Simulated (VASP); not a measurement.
A run of VASP 6.6.1:

INCAR

```
SYSTEM = P
  PREC = Accurate
  ENCUT = 520
  EDIFF = 1E-7
  ISMEAR = 0
  SIGMA = 0.1
  LREAL = .False.
  LASPH = .True.
  NELM = 100
  ALGO = Normal
  ISIF = 2
  LWAVE = .False.
  LCHARG = .True.
  GGA = PS
  LELF = .True.
  LVHAR = .True.
  NBANDS = 18
```

The input KPOINTS:

```
Automatic mesh
0
Gamma
  15 15 8
  0 0 0
```

POSCAR

```
P
1.0
    3.2978345994      0.0000000000      0.0000000000
   -1.6489172997      2.8560085405      0.0000000000
    0.0000000000      0.0000000000      6.1822907236
P
4
Direct
    0.0000000000      0.0000000000      0.0000000000
    0.0000000000      0.0000000000      0.5000000000
    0.3333333333      0.6666666667      0.7500000000
    0.6666666667      0.3333333333      0.2500000000
```

Potentials or basis: VASP PAW PBE potentials, release 64 (P).

Command:

```console
$ cat potpaw_PBE.64/P/POTCAR > POTCAR
$ mpirun -np 1 vasp_std > vasp.out
```

Hardware: 1 thread of AMD EPYC 9R45 96-Core Processor (Zen 5) (shared host).

**Question.** Estimate the wall time of this run.

**Answer.** Wall time 65 s on 1 thread of AMD EPYC 9R45 96-Core Processor (Zen 5) (shared host), peak memory 0.21 GiB. Counts: scf iterations 12, k points 135.
